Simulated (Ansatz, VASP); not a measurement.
# BN: VASP beside Ansatz

File POSCAR:

```
BN
1.0
    0.0000000000      1.8048254650      1.7687289557
    1.8048254650      0.0000000000      1.7687289557
    1.8048254650      1.8048254650      0.0000000000
B N
1 1
Direct
    0.0000000000      0.0000000000      0.0000000000
    0.2500000000      0.2500000000      0.2500000000
```

The input INCAR.step1:

```
SYSTEM = BN
ALGO = Normal ; EDIFF = 1E-5
ENCUT = 520 ; GGA = PE
ISIF = 2 ; ISMEAR = 0
LASPH = .True. ; LCHARG = .False.
LREAL = .False. ; LWAVE = .True.
NBANDS = 11 ; NELM = 60
PREC = Accurate ; SIGMA = 0.01
```

The input INCAR.step2:

```
SYSTEM = BN
ALGO = Normal ; EDIFF = 1E-6
ENCUT = 520 ; GGA = PE
HFSCREEN = 0.2079 ; ISIF = 2
ISMEAR = 0 ; ISTART = 1
LASPH = .True. ; LCHARG = .False.
LHFCALC = .True. ; LREAL = .False.
LWAVE = .False. ; NBANDS = 11
NELM = 60 ; PREC = Accurate
PRECFOCK = Normal ; SIGMA = 0.01
```

KPOINTS

```
k-points
0
Gamma
  8 8 8
  0 0 0
```

Input for Ansatz:

```yaml
crystal:
  lattice:
    - [0.0, 1.804825465, 1.7687289557]
    - [1.804825465, 0.0, 1.7687289557]
    - [1.804825465, 1.804825465, 0.0]
  atoms:
    - { symbol: B, position: [0.0, 0.0, 0.0] }
    - { symbol: "N", position: [0.25, 0.25, 0.25] }
kpoints:
  mp_grid: { grid: [8, 8, 8] }
  band_path:
    path:
      - [0.0, 0.0, 0.0]
      - [-0.5, -0.5, 0.0]
      - [-0.375, -0.375, 0.25]
      - [-0.375, 0.0, 0.375]
      - [0.0, 0.0, 0.5]
      - [-0.5, -0.25, 0.25]
    npoints: 1
hamiltonian:
  xc: hse06
scf:
  occupations: { method: fixed }
  n_extra_bands: 4
output:
  forces: true
  stress: true
  eigenvalues: true
```

Change from the starting cell: uniaxial_z strain -2.0%.

Alike in both runs: task single point; functional HSE06; k mesh 8 × 8 × 8; no spin polarisation.

```csv
,VASP,Ansatz
version,VASP 6.6.1,Ansatz 0.2.0
potentials or method,"VASP PAW PBE potentials, release 64 (B, N)","plane waves, PAW"
plane-wave cutoff (eV),520,420
occupations,"gaussian, width 0.01 eV",fixed
valence electrons in the cell,8,8
```

```csv
,VASP,Ansatz,Ansatz less VASP
gap on the k mesh at the Fermi level (eV),5.43,5.45,+0.014
pressure (GPa),4.3,3.7,-0.56
"traceless stress, the component that is largest in VASP (GPa)",8.64,8.64,+0.009
```

Ansatz's warnings: stress exchange threshold loose, stress scf threshold loose.
